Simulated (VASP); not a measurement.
# Ga (C2/c) in VASP: single point with PBE

Aim: the single point of Ga with PBE.

All numbers are computed with VASP 6.6.1; they aren't measurements. Logs are shortened: lines on timing, memory, paths and dates and some standing lists are left out, and cuts for length are marked.

### Step 1. The cell of the first run

It takes space group C2/c (No. 15, monoclinic). The conventional cell has a = 2.808 Å, b = 8.060 Å, c = 3.391 Å, α = 90.00°, β = 93.00°, γ = 90.00°. Ga (site symmetry 2) has 10 Ga at 2.75 to 3.39 Å within 3.6 Å.

### Step 2. Single point, PBE

The input, INCAR:

```
SYSTEM = Ga
ALGO     = Fast           ! electronic algorithm
EDIFF    = 1E-6           ! SCF threshold, eV
ENCUT    = 520            ! plane-wave cutoff, eV
GGA      = PE             ! functional
ISIF     = 2              ! what is computed and relaxed
ISMEAR   = 0              ! smearing method
ISYM     = 0            
LASPH    = .TRUE.         ! aspherical terms in the spheres
LCHARG   = .FALSE.        ! write CHGCAR
LREAL    = .FALSE.        ! projectors in reciprocal space
LWAVE    = .FALSE.        ! write WAVECAR
NBANDS   = 20             ! bands
NELM     = 80             ! most SCF steps
PREC     = Accurate       ! precision mode
SIGMA    = 0.1            ! smearing width, eV
```

The input, KPOINTS:

```
k-points
0
G
  12 10 9
  0 0 0
```

The input, POSCAR:

```
Ga
1.0
    2.8080461713      0.0000000000      0.0000000000
    0.1776514392      3.3860583513      0.0000000000
    1.4040230856      0.0000000000      4.0297821323
Ga
2
Direct
    0.8659499692      0.2500000000      0.2681000615
    0.1340500308      0.7500000000      0.7318999385
```

Potentials or basis: VASP PAW PBE potentials, release 64 (Ga_d).

Launch:

```bash
$ cat potpaw_PBE.64/Ga_d/POTCAR > POTCAR
$ mpirun -np 1 vasp_std > vasp.out
```

OUTCAR:

```text
SYSTEM = Ga
   EDIFF = 1E-6
   ENCUT = 520
   GGA = PE
   ISIF = 2
   ISMEAR = 0
   ISYM = 0
   LASPH = .TRUE.
   LREAL = .FALSE.
   NELM = 80
   PREC = Accurate

 ion  position               nearest neighbor table
   1  0.866  0.250  0.268-   2 2.75   2 2.75   2 2.84   2 2.84
   2  0.134  0.750  0.732-   1 2.75   1 2.75   1 2.84   1 2.84

IMPORTANT INFORMATION: All symmetrisations will be switched off!
NOSYMM: (Re-)initialisation of all symmetry stuff for point group C_1.

----------------------------------------------------------------------------------------

                                     Primitive cell

  volume of cell :      38.3160

  direct lattice vectors                    reciprocal lattice vectors
     2.808046171  0.000000000  0.000000000     0.356119501 -0.018684008 -0.124076187
     0.177651439  3.386058351  0.000000000     0.000000000  0.295328638  0.000000000
     1.404023086  0.000000000  4.029782132     0.000000000  0.000000000  0.248152373

  length of vectors
     2.808046171  3.390715440  4.267367439     0.377577927  0.295328638  0.248152373

  position of ions in fractional coordinates (direct lattice)
     0.865949969  0.250000000  0.268100062
     0.134050031  0.750000000  0.731899938

  ion indices of the primitive-cell ions
   primitive index   ion index
                 1           1
                 2           2

----------------------------------------------------------------------------------------

 KPOINTS: k-points

Automatic generation of k-mesh.
 Grid dimensions read from file:
 generate k-points for:   12   10    9

 Generating k-lattice:

  Cartesian coordinates                     Fractional coordinates (reciprocal lattice)
     0.029676625 -0.001557001 -0.010339682     0.083333333  0.000000000  0.000000000
     0.000000000  0.029532864  0.000000000     0.000000000  0.100000000  0.000000000
     0.000000000  0.000000000  0.027572486     0.000000000  0.000000000  0.111111111

  Length of vectors
     0.031464827  0.029532864  0.027572486

  Shift w.r.t. Gamma in fractional coordinates (k-lattice)
     0.000000000  0.000000000  0.000000000

 -----------------------------------------------------------------------------
|                                                                             |
|           W    W    AA    RRRRR   N    N  II  N    N   GGGG   !!!           |
|           W    W   A  A   R    R  NN   N  II  NN   N  G    G  !!!           |
|           W    W  A    A  R    R  N N  N  II  N N  N  G       !!!           |
|           W WW W  AAAAAA  RRRRR   N  N N  II  N  N N  G  GGG   !            |
|           WW  WW  A    A  R   R   N   NN  II  N   NN  G    G                |
|           W    W  A    A  R    R  N    N  II  N    N   GGGG   !!!           |
|                                                                             |
|     Your reciprocal lattice and k-lattice belong to different lattice       |
|     classes:                                                                |
|                                                                             |
|        The reciprocal lattice is base-centered monoclinic,                  |
|        whereas your k-lattice is triclinic.                                 |
|                                                                             |
|     Results are often still useful ...                                      |
|                                                                             |
 -----------------------------------------------------------------------------

 WARNING: IBZKPT: internal override: KBLOWUP is changed to .FALSE.
      ... skipping the blow-up phase ...

 Subroutine IBZKPT returns following result:
 ===========================================

 Found    542 irreducible k-points:

 Following reciprocal coordinates:
            Coordinates               Weight
  0.000000  0.000000  0.000000      1.000000
  0.083333 -0.000000 -0.000000      2.000000
  0.166667 -0.000000 -0.000000      2.000000
  0.250000 -0.000000 -0.000000      2.000000
  0.333333  0.000000 -0.000000      2.000000
  0.416667 -0.000000 -0.000000      2.000000
[... 16 lines left out ...]
  0.250000  0.200000 -0.000000      2.000000
  0.333333  0.200000 -0.000000      2.000000
 [... further k-points ...]
   k-points           NKPTS =    542   k-points in BZ     NKDIM =    542   number of bands    NBANDS=     20
   number of dos      NEDOS =    301   number of ions     NIONS =      2
   total plane-waves  NPLWV =  21504
   dimension x,y,z NGX =    24 NGY =   28 NGZ =   32
   dimension x,y,z NGXF=    48 NGYF=   56 NGZF=   64
   ions per type =               2
   NGX,Y,Z   is equivalent  to a cutoff of  14.21, 13.73, 12.47 a.u.
   NGXF,Y,Z  is equivalent  to a cutoff of  28.42, 27.46, 24.93 a.u.
 SYSTEM =  Ga
   PREC   = accura    normal or accurate (medium, high low for compatibility)
   ISTART =      0    job   : 0-new  1-cont  2-samecut
   ICHARG =      2    charge: 1-file 2-atom 10-const
   ISPIN  =      1    spin polarized calculation?
   LNONCOLLINEAR =      F non collinear calculations
   LSORBIT =      F    spin-orbit coupling
   LASPH  =      T    aspherical Exc in radial PAW
   ENCUT  =  520.0 eV  38.22 Ry    6.18 a.u.   5.22  6.30  7.93*2*pi/ulx,y,z
   NELM   =     80;   NELMIN=  2; NELMDL= -5     # of ELM steps
   EDIFF  = 0.1E-05   stopping-criterion for ELM
   LREAL  =      F    real-space projection
   EDIFFG = 0.1E-04   stopping-criterion for IOM
   NSW    =      0    number of steps for IOM
   IBRION =     -1    ionic relax: 0-MD 1-quasi-New 2-CG
   NFREE  =      0    steps in history (QN), initial steepest desc. (CG)
   ISIF   =      2    stress and relaxation
   ISYM   =      0    0-nonsym 1-usesym 2-fastsym
   POTIM  = 0.5000    time-step for ionic-motion
   TEBEG  =    0.0;   TEEND  =   0.0 temperature during run
   PSTRESS=    0.0 pullay stress
   NELECT =      26.0000    total number of electrons
   NUPDOWN=      -1.0000    fix difference up-down
   EMIN   =  10.00;   EMAX   =-10.00  energy-range for DOS
   EFERMI =   0.00;   METHOD = LEGACY
   ISMEAR =     0;   SIGMA  =   0.10  broadening in eV -4-tet -1-fermi 0-gaus
   EFERMI_NEDOS =   21; number of points for ismear=-14 and -15
   IALGO  =     68    algorithm
   IMIX   =      4    mixing-type and parameters
     AMIX     =   0.40;   BMIX     =  1.00
     AMIX_MAG =   1.60;   BMIX_MAG =  1.00
  volume/ion in A,a.u.               =      19.16       129.28
  Fermi-wavevector in a.u.,A,eV,Ry     =   1.438597  2.718554 28.158097  2.069562
  Thomas-Fermi vector in A             =   2.557546
   LORBIT       =      0    0 simple, 1 ext, 2 COOP (PROOUT), +10 PAW based schemes
   GGA     = PE    functional components
   LHFCALC =     F    Hartree Fock is set to
   AEXX    =    0.0000 exact exchange contribution
   IVDW    =     0    specifies the selected vdW correction
   LEPSILON=     F    determine dielectric tensor
   LRPA    =     F    only Hartree local field effects (RPA)
 non-spin polarized calculation
 RMM-DIIS sequential band-by-band and
 Gauss-broadening in eV      SIGMA  =   0.10
  energy-cutoff  :      520.00
  volume of cell :       38.32
 maximum number of plane-waves:      1047
 NGX is ok and might be reduce to    24
   NGX = 11   NGY = 13   NGZ = 15

 number of electron      26.0000014 magnetization

 Free energy of the ion-electron system (eV)
  ---------------------------------------------------
  ext. energy  EPLUGINS =         0.00000000
  ---------------------------------------------------
  free energy    TOTEN  =        -5.78858968 eV

  energy without entropy =       -5.78539842  energy(sigma->0) =       -5.78699405

 E-fermi :   5.3607     XC(G=0): -10.8929

 val. band max:        5.3604493801   @ k =   0.4167   0.4000   0.2222
 cond. band min:       5.3775907053   @ k =   0.4167   0.5000  -0.0000
 fundamental gap:      0.0171413252
 Fermi energy:         5.3606738967

 k-point     1 :       0.0000    0.0000    0.0000
  band No.  band energies     occupation
      1      -9.7585      2.00000
      2      -9.7516      2.00000
      3      -9.7033      2.00000
      4      -9.6967      2.00000
      5      -9.4595      2.00000
      6      -9.4548      2.00000
[... 12 lines left out ...]
     19      15.8293      0.00000
     20      18.1743      0.00000

 k-point     2 :       0.0833   -0.0000   -0.0000
  band No.  band energies     occupation
      1      -9.7536      2.00000
      2      -9.7400      2.00000
      3      -9.6938      2.00000
      4      -9.6696      2.00000
      5      -9.4706      2.00000
      6      -9.4638      2.00000
[... 12 lines left out ...]
     19      16.1627      0.00000
     20      18.9833      0.00000

 k-point     3 :       0.1667   -0.0000   -0.0000
  band No.  band energies     occupation
      1      -9.7404      2.00000
      2      -9.7142      2.00000
      3      -9.6581      2.00000
      4      -9.6055      2.00000
      5      -9.5016      2.00000
      6      -9.4885      2.00000
[... 12 lines left out ...]
     19      16.3040      0.00000
     20      19.7457      0.00000

 k-point     4 :       0.2500   -0.0000   -0.0000
  band No.  band energies     occupation
      1      -9.7239      2.00000
      2      -9.6865      2.00000
      3      -9.6130      2.00000
      4      -9.5661      2.00000
      5      -9.5448      2.00000
      6      -9.4786      2.00000
[... 429 lines left out ...]
 k-point    23 :       0.2500    0.2000   -0.0000
  band No.  band energies     occupation
      1      -9.7302      2.00000
      2      -9.6426      2.00000
      3      -9.6213      2.00000
      4      -9.5819      2.00000
      5      -9.5495      2.00000
      6      -9.4949      2.00000
[... 12 lines left out ...]
     19      15.2561      0.00000
     20      16.1885      0.00000

 k-point    24 :       0.3333    0.2000   -0.0000
  band No.  band energies     occupation
      1      -9.7275      2.00000
      2      -9.6426      2.00000
      3      -9.6251      2.00000
      4      -9.5891      2.00000
      5      -9.5427      2.00000
      6      -9.4883      2.00000
[... 12 lines left out ...]
     19      14.8373      0.00000
     20      16.7314      0.00000

 [... further k-points ...]

------------------------ aborting loop because EDIFF is reached ----------------------------------------

  FORCE on cell =-STRESS in cart. coord.  units (eV):
  Direction    XX          YY          ZZ          XY          YZ          ZX
  --------------------------------------------------------------------------------------
  -------------------------------------------------------------------------------------
  Total       -0.0756776      0.0255861      0.2000059      0.0653319     -0.0330904      0.0218671
  in kB       -3.1644457      1.0698776      8.3632145      2.7318437     -1.3836675      0.9143691
  external PRESSURE =       2.0895488 kB  Pullay stress =       0.0000000 kB

 VOLUME and BASIS-vectors are now :
 -----------------------------------------------------------------------------
  energy-cutoff  :      520.00
  volume of cell :       38.32
      direct lattice vectors                 reciprocal lattice vectors
     2.808046171  0.000000000  0.000000000     0.356119501 -0.018684008 -0.124076187
     0.177651439  3.386058351  0.000000000     0.000000000  0.295328638  0.000000000
     1.404023086  0.000000000  4.029782132     0.000000000  0.000000000  0.248152373

 POSITION                                       TOTAL-FORCE (eV/Angst)
 -----------------------------------------------------------------------------------
      2.85246      0.84651      1.08038         0.001549     -0.000418     -0.006609
      1.53726      2.53954      2.94940        -0.001549      0.000418      0.006609
 -----------------------------------------------------------------------------------
    total drift:                                0.000032     -0.000012     -0.000032

  FREE ENERGIE OF THE ION-ELECTRON SYSTEM (eV)
  ---------------------------------------------------
  free  energy   TOTEN  =        -5.7885896750 eV

  energy  without entropy=       -5.7853984240  energy(sigma->0) =       -5.78699405
```

Wall time 7.6 min (1 thread of Intel Xeon 8259CL, shared host); peak memory 0.41 GiB.

Results:

| Property | Result |
| --- | --- |
| Free energy | -5.7886 eV |
| Pressure | 0.2 GPa |
| Largest force | 0.007 eV/Å |
| Band gap on the k mesh | zero (bands 13 and 14 overlap by 7.76 eV) |

Forces in eV/Å, atoms in the order of the input:
```
Ga   0.002  0.000 -0.007
Ga  -0.002  0.000  0.007
```

Levels at points of the mesh, in eV from the Fermi level:
```csv
k point,band 10,band 11,band 12,band 13,band 14,band 15,band 16,band 17
"(0.00, 0.00, 0.00)",-14.64,-11.00,-1.84,-1.55,1.46,5.23,9.20,9.97
"(0.50, 0.00, 0.00)",-14.66,-5.99,-4.97,-1.26,0.09,5.38,6.65,7.84
"(0.00, 0.50, 0.00)",-14.70,-7.68,-7.68,1.74,1.74,2.61,2.61,11.09
"(0.50, 0.50, 0.00)",-14.66,-3.01,-2.93,-1.64,-1.52,1.68,2.44,4.15
```
